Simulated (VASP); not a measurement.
# Sr2O5 (cubic X2O5 type) (Pn-3m) in VASP: a series of runs

Sr2O5 (cubic X2O5 type) is run at these levels: PBE; tasks: single point.

Program: VASP 6.6.1. These are calculated values, not measurements. Logs are shortened: lines on timing, memory, paths and dates and some standing lists are left out, and cuts for length are marked.

### 1 The cell of the first run

The structure is cubic, space group Pn-3m (No. 224). The conventional cell has a = 5.918 Å, b = 5.918 Å, c = 5.918 Å, α = 90.00°, β = 90.00°, γ = 90.00°. Within 3.4 Å of Sr (site symmetry -3m) lie 12 O at 2.56 to 2.96 Å. Within 3.4 Å of O (site symmetry -3m) lie 6 O at 2.56 Å and 6 Sr at 2.96 Å. Within 3.4 Å of O (site symmetry -42m) lie 4 Sr at 2.56 Å and 8 O at 2.56 to 2.96 Å.

### 2 Single point, PBE

INCAR reads:

```
  ALGO = Normal
  EDIFF = 1E-6
  ENCUT = 520
  GGA = PE
  ISIF = 2
  ISMEAR = -1
  LASPH = T
  LCHARG = F
  LREAL = F
  LWAVE = F
  NBANDS = 63
  NELM = 100
  PREC = Accurate
  SIGMA = 0.06122561905347299
```

KPOINTS reads:

```
k-points
0
Gamma
  10 10 10
```

POSCAR reads:

```
Sr2O5
1.0
    5.9182782085      0.0000000000      0.0000000000
    0.0000000000      5.9182782085      0.0000000000
    0.0000000000      0.0000000000      5.9182782085
Sr O
4 10
Direct
    0.0000000000      0.0000000000      0.0000000000
    0.5000000000      0.5000000000      0.0000000000
    0.5000000000      0.0000000000      0.5000000000
    0.0000000000      0.5000000000      0.5000000000
    0.5000000000      0.0000000000      0.0000000000
    0.0000000000      0.5000000000      0.0000000000
    0.0000000000      0.0000000000      0.5000000000
    0.5000000000      0.5000000000      0.5000000000
    0.7500000000      0.7500000000      0.2500000000
    0.7500000000      0.2500000000      0.7500000000
    0.2500000000      0.7500000000      0.7500000000
    0.7500000000      0.2500000000      0.2500000000
    0.2500000000      0.7500000000      0.2500000000
    0.2500000000      0.2500000000      0.7500000000
```

Potentials or basis: VASP PAW PBE potentials, release 64 (Sr_sv, O).

The run is started by

```sh
$ cat potpaw_PBE.64/Sr_sv/POTCAR potpaw_PBE.64/O/POTCAR > POTCAR
$ mpirun -np 1 vasp_std > vasp.out
```

OUTCAR:

```text
EDIFF = 1E-6
   ENCUT = 520
   GGA = PE
   ISIF = 2
   ISMEAR = -1
   LASPH = T
   LREAL = F
   NELM = 100
   PREC = Accurate

 ion  position               nearest neighbor table
   1  0.000  0.000  0.000-   9 2.56  10 2.56  11 2.56  12 2.56  13 2.56  14 2.56   5 2.96   6 2.96
                             7 2.96   7 2.96   6 2.96   5 2.96   3 4.18   4 4.18   2 4.18   2 4.18
   2  0.500  0.500  0.000-   9 2.56  10 2.56  11 2.56  12 2.56  13 2.56  14 2.56   5 2.96   6 2.96
                             8 2.96   8 2.96   5 2.96   6 2.96   3 4.18   4 4.18   1 4.18   1 4.18
   3  0.500  0.000  0.500-   9 2.56  10 2.56  11 2.56  12 2.56  13 2.56  14 2.56   5 2.96   7 2.96
                             8 2.96   5 2.96   8 2.96   7 2.96   1 4.18   2 4.18   1 4.18   2 4.18
   4  0.000  0.500  0.500-   9 2.56  10 2.56  11 2.56  12 2.56  13 2.56  14 2.56   6 2.96   7 2.96
                             8 2.96   6 2.96   7 2.96   8 2.96   1 4.18   2 4.18   1 4.18   1 4.18
   5  0.500  0.000  0.000-   1 2.96   2 2.96   3 2.96   3 2.96   2 2.96   1 2.96
   6  0.000  0.500  0.000-   1 2.96   2 2.96   4 2.96   4 2.96   1 2.96   2 2.96
   7  0.000  0.000  0.500-   1 2.96   3 2.96   4 2.96   1 2.96   4 2.96   3 2.96
   8  0.500  0.500  0.500-   2 2.96   3 2.96   4 2.96   2 2.96   3 2.96   4 2.96
   9  0.750  0.750  0.250-   1 2.56   2 2.56   3 2.56   4 2.56
  10  0.750  0.250  0.750-   1 2.56   2 2.56   3 2.56   4 2.56
  11  0.250  0.750  0.750-   1 2.56   2 2.56   3 2.56   4 2.56
  12  0.750  0.250  0.250-   1 2.56   2 2.56   3 2.56   4 2.56
  13  0.250  0.750  0.250-   1 2.56   2 2.56   3 2.56   4 2.56
  14  0.250  0.250  0.750-   1 2.56   2 2.56   3 2.56   4 2.56

  LATTYP: Found a simple cubic cell.
 ALAT       =     5.9182782085

  Lattice vectors:

 A1 = (   5.9182782085,   0.0000000000,   0.0000000000)
 A2 = (   0.0000000000,   5.9182782085,   0.0000000000)
 A3 = (   0.0000000000,   0.0000000000,   5.9182782085)

Analysis of symmetry for initial positions (statically):
=====================================================================
 Subroutine PRICEL returns:
 Original cell was already a primitive cell.

 Routine SETGRP: Setting up the symmetry group for a
 simple cubic supercell.

 Subroutine GETGRP returns: Found 48 space group operations
 (whereof 12 operations were pure point group operations)
 out of a pool of 48 trial point group operations.

The static configuration has the point symmetry D_3d.
 The point group associated with its full space group is O_h .

Analysis of symmetry for dynamics (positions and initial velocities):
=====================================================================
 Subroutine PRICEL returns:
 Original cell was already a primitive cell.

 Routine SETGRP: Setting up the symmetry group for a
 simple cubic supercell.

 Subroutine GETGRP returns: Found 48 space group operations
 (whereof 12 operations were pure point group operations)
 out of a pool of 48 trial point group operations.

The dynamic configuration has the point symmetry D_3d.
 The point group associated with its full space group is O_h .

 Subroutine INISYM returns: Found 48 space group operations
 (whereof 12 operations are pure point group operations),
 and found     1 'primitive' translations

----------------------------------------------------------------------------------------

                                     Primitive cell

  volume of cell :     207.2937

  direct lattice vectors                    reciprocal lattice vectors
     5.918278209  0.000000000  0.000000000     0.168968062  0.000000000  0.000000000
     0.000000000  5.918278209  0.000000000     0.000000000  0.168968062  0.000000000
     0.000000000  0.000000000  5.918278209     0.000000000  0.000000000  0.168968062

  length of vectors
     5.918278209  5.918278209  5.918278209     0.168968062  0.168968062  0.168968062

  position of ions in fractional coordinates (direct lattice)
     0.000000000  0.000000000  0.000000000
     0.500000000  0.500000000  0.000000000
     0.500000000  0.000000000  0.500000000
     0.000000000  0.500000000  0.500000000
     0.500000000  0.000000000  0.000000000
     0.000000000  0.500000000  0.000000000
     0.000000000  0.000000000  0.500000000
     0.500000000  0.500000000  0.500000000
     0.750000000  0.750000000  0.250000000
     0.750000000  0.250000000  0.750000000
     0.250000000  0.750000000  0.750000000
     0.750000000  0.250000000  0.250000000
[... 37 lines left out ...]

  Shift w.r.t. Gamma in fractional coordinates (k-lattice)
     0.000000000  0.000000000  0.000000000

 Subroutine IBZKPT returns following result:
 ===========================================

 Found     56 irreducible k-points:

 Following reciprocal coordinates:
            Coordinates               Weight
  0.000000  0.000000  0.000000      1.000000
  0.100000  0.000000  0.000000      6.000000
  0.200000  0.000000  0.000000      6.000000
  0.300000  0.000000  0.000000      6.000000
  0.400000  0.000000  0.000000      6.000000
  0.500000  0.000000  0.000000      3.000000
[... 16 lines left out ...]
  0.200000  0.100000  0.100000     24.000000
  0.300000  0.100000  0.100000     24.000000
 [... further k-points ...]
   k-points           NKPTS =     56   k-points in BZ     NKDIM =     56   number of bands    NBANDS=     63
   number of dos      NEDOS =    301   number of ions     NIONS =     14
   total plane-waves  NPLWV = 110592
   dimension x,y,z NGX =    48 NGY =   48 NGZ =   48
   dimension x,y,z NGXF=    96 NGYF=   96 NGZF=   96
   ions per type =               4  10
   NGX,Y,Z   is equivalent  to a cutoff of  13.48, 13.48, 13.48 a.u.
   NGXF,Y,Z  is equivalent  to a cutoff of  26.97, 26.97, 26.97 a.u.
 SYSTEM =  unknown system
   PREC   = accura    normal or accurate (medium, high low for compatibility)
   ISTART =      0    job   : 0-new  1-cont  2-samecut
   ICHARG =      2    charge: 1-file 2-atom 10-const
   ISPIN  =      1    spin polarized calculation?
   LNONCOLLINEAR =      F non collinear calculations
   LSORBIT =      F    spin-orbit coupling
   LASPH  =      T    aspherical Exc in radial PAW
   ENCUT  =  520.0 eV  38.22 Ry    6.18 a.u.  11.00 11.00 11.00*2*pi/ulx,y,z
   NELM   =    100;   NELMIN=  2; NELMDL= -5     # of ELM steps
   EDIFF  = 0.1E-05   stopping-criterion for ELM
   LREAL  =      F    real-space projection
   EDIFFG = 0.1E-04   stopping-criterion for IOM
   NSW    =      0    number of steps for IOM
   IBRION =     -1    ionic relax: 0-MD 1-quasi-New 2-CG
   NFREE  =      0    steps in history (QN), initial steepest desc. (CG)
   ISIF   =      2    stress and relaxation
   ISYM   =      2    0-nonsym 1-usesym 2-fastsym
   POTIM  = 0.5000    time-step for ionic-motion
   TEBEG  =    0.0;   TEEND  =   0.0 temperature during run
   PSTRESS=    0.0 pullay stress
   NELECT =     100.0000    total number of electrons
   NUPDOWN=      -1.0000    fix difference up-down
   EMIN   =  10.00;   EMAX   =-10.00  energy-range for DOS
   EFERMI =   0.00;   METHOD = LEGACY
   ISMEAR =    -1;   SIGMA  =   0.06  broadening in eV -4-tet -1-fermi 0-gaus
   EFERMI_NEDOS =   21; number of points for ismear=-14 and -15
   IALGO  =     38    algorithm
   IMIX   =      4    mixing-type and parameters
     AMIX     =   0.40;   BMIX     =  1.00
     AMIX_MAG =   1.60;   BMIX_MAG =  1.00
  volume/ion in A,a.u.               =      14.81        99.92
  Fermi-wavevector in a.u.,A,eV,Ry     =   1.283944  2.426303 22.429374  1.648512
  Thomas-Fermi vector in A             =   2.416167
   LORBIT       =      0    0 simple, 1 ext, 2 COOP (PROOUT), +10 PAW based schemes
   GGA     = PE    functional components
   LHFCALC =     F    Hartree Fock is set to
   AEXX    =    0.0000 exact exchange contribution
   IVDW    =     0    specifies the selected vdW correction
   LEPSILON=     F    determine dielectric tensor
   LRPA    =     F    only Hartree local field effects (RPA)
 non-spin polarized calculation
  energy-cutoff  :      520.00
  volume of cell :      207.29
 maximum number of plane-waves:      5622
 NGX is ok and might be reduce to    48
   NGX = 23   NGY = 23   NGZ = 23

 number of electron     100.0000000 magnetization

 number of electron      99.9999946 magnetization

 Free energy of the ion-electron system (eV)
  ---------------------------------------------------
  ext. energy  EPLUGINS =         0.00000000
  ---------------------------------------------------
  free energy    TOTEN  =       -65.74686100 eV

  energy without entropy =      -65.38710223  energy(sigma->0) =      -65.56698162

 E-fermi :   0.6058     XC(G=0):  -9.8920

 val. band max:        0.6055124877   @ k =   0.5000   0.4000   0.2000
 cond. band min:       0.6073600325   @ k =   0.5000   0.4000   0.4000
 fundamental gap:      0.0018475448
 Fermi energy:         0.6057969813

 k-point     1 :       0.0000    0.0000    0.0000
  band No.  band energies     occupation
      1     -31.5517      2.00000
      2     -31.5068      2.00000
      3     -31.5068      2.00000
      4     -31.5068      2.00000
      5     -16.4462      2.00000
      6     -16.3717      2.00000
[... 1549 lines left out ...]
     61       8.6323      0.00000
     62       8.8118      0.00000

 [... further k-points ...]

 [bands above 62 left out]

------------------------ aborting loop because EDIFF is reached ----------------------------------------

  FORCE on cell =-STRESS in cart. coord.  units (eV):
  Direction    XX          YY          ZZ          XY          YZ          ZX
  --------------------------------------------------------------------------------------
  -------------------------------------------------------------------------------------
  Total       -4.8101448     -4.8101448     -4.8101448      0.0000000      0.0000000      0.0000000
  in kB      -37.1777074    -37.1777074    -37.1777074      0.0000000      0.0000000      0.0000000
  external PRESSURE =     -37.1777074 kB  Pullay stress =       0.0000000 kB

 VOLUME and BASIS-vectors are now :
 -----------------------------------------------------------------------------
  energy-cutoff  :      520.00
  volume of cell :      207.29
      direct lattice vectors                 reciprocal lattice vectors
     5.918278209  0.000000000  0.000000000     0.168968062  0.000000000  0.000000000
     0.000000000  5.918278209  0.000000000     0.000000000  0.168968062  0.000000000
     0.000000000  0.000000000  5.918278209     0.000000000  0.000000000  0.168968062

 POSITION                                       TOTAL-FORCE (eV/Angst)
 -----------------------------------------------------------------------------------
      0.00000      0.00000      0.00000         0.000000     -0.000000      0.000000
      2.95914      2.95914      0.00000         0.000000     -0.000000      0.000000
      2.95914      0.00000      2.95914         0.000000     -0.000000      0.000000
      0.00000      2.95914      2.95914         0.000000     -0.000000      0.000000
      2.95914      0.00000      0.00000         0.000000     -0.000000      0.000000
      0.00000      2.95914      0.00000         0.000000     -0.000000      0.000000
      0.00000      0.00000      2.95914         0.000000     -0.000000      0.000000
      2.95914      2.95914      2.95914         0.000000     -0.000000      0.000000
      4.43871      4.43871      1.47957         0.000000      0.000000     -0.000000
      4.43871      1.47957      4.43871         0.000000     -0.000000      0.000000
      1.47957      4.43871      4.43871        -0.000000     -0.000000     -0.000000
      4.43871      1.47957      1.47957        -0.000000      0.000000     -0.000000
      1.47957      4.43871      1.47957         0.000000      0.000000     -0.000000
      1.47957      1.47957      4.43871        -0.000000     -0.000000      0.000000
 -----------------------------------------------------------------------------------
    total drift:                               -0.000000      0.000000      0.000000

  FREE ENERGIE OF THE ION-ELECTRON SYSTEM (eV)
  ---------------------------------------------------
  free  energy   TOTEN  =       -65.7468610011 eV

  energy  without entropy=      -65.3871022309  energy(sigma->0) =      -65.56698162
```

It took 29 min on 1 thread of Oxide Virtual Turin-like, shared host; peak memory 0.63 GiB.

What came out:

- Free energy: -65.7469 eV
- Pressure: -3.7 GPa
- Band gap on the k mesh: zero (bands 50 and 51 overlap by 0.20 eV)

Levels at points of the mesh, in eV from the Fermi level:
| k point | band 48 | band 49 | band 50 | band 51 | band 52 | band 53 |
| --- | --- | --- | --- | --- | --- | --- |
| (0.00, 0.00, 0.00) | 0.06 | 0.06 | 0.06 | 0.32 | 0.32 | 0.32 |
| (0.50, 0.00, 0.00) | -0.40 | -0.19 | -0.19 | -0.02 | -0.02 | 0.03 |
| (0.50, 0.50, 0.00) | -0.22 | -0.20 | -0.20 | 0.19 | 0.19 | 0.27 |
| (0.50, 0.50, 0.50) | -0.08 | -0.08 | -0.06 | -0.06 | -0.06 | 0.07 |

Caveat: the cell stands under tension; semilocal functionals underestimate gaps, and a narrow one can read as zero.

### 3 Single point, PBE

INCAR reads:

```
SYSTEM = Sr2O5
ALGO     = Normal         ! electronic algorithm
EDIFF    = 1E-7           ! SCF threshold, eV
ENCUT    = 520            ! plane-wave cutoff, eV
GGA      = PE             ! functional
ISIF     = 2              ! what is computed and relaxed
ISMEAR   = -1             ! smearing method
LASPH    = .True.         ! aspherical terms in the spheres
LCHARG   = .False.        ! write CHGCAR
LREAL    = .False.        ! projectors in reciprocal space
LWAVE    = .False.        ! write WAVECAR
NBANDS   = 63             ! bands
NELM     = 100            ! most SCF steps
PREC     = Accurate       ! precision mode
SIGMA    = 0.06122561905347299 ! smearing width, eV
```

KPOINTS reads:

```
k-points
0
Gamma
  7 7 7
  0 0 0
```

POSCAR is that of step 2.

Potentials or basis: VASP PAW PBE potentials, release 64 (Sr_sv, O).

The run is started by

```sh
$ cat potpaw_PBE.64/Sr_sv/POTCAR potpaw_PBE.64/O/POTCAR > POTCAR
$ mpirun -np 1 vasp_std > vasp.out
```

It took 6.2 min on 1 thread of Oxide Virtual Turin-like, shared host; peak memory 0.39 GiB.

The run converged. Its results:

| Quantity | Value |
| --- | --- |
| Free energy | -65.7469 eV |
| Pressure | -3.7 GPa |
| Band gap on the k mesh | zero (bands 50 and 51 overlap by 0.16 eV) |

Levels at points of the mesh, in eV from the Fermi level:
| k point | band 46 | band 47 | band 48 | band 49 | band 50 | band 51 | band 52 | band 53 | band 54 | band 55 |
| --- | --- | --- | --- | --- | --- | --- | --- | --- | --- | --- |
| (0.00, 0.00, 0.00) | -0.61 | -0.61 | 0.06 | 0.06 | 0.06 | 0.32 | 0.32 | 0.32 | 0.35 | 0.35 |

Caveat: the cell stands under tension; semilocal functionals underestimate gaps, and a narrow one can read as zero.

[end of part 1 of 2]
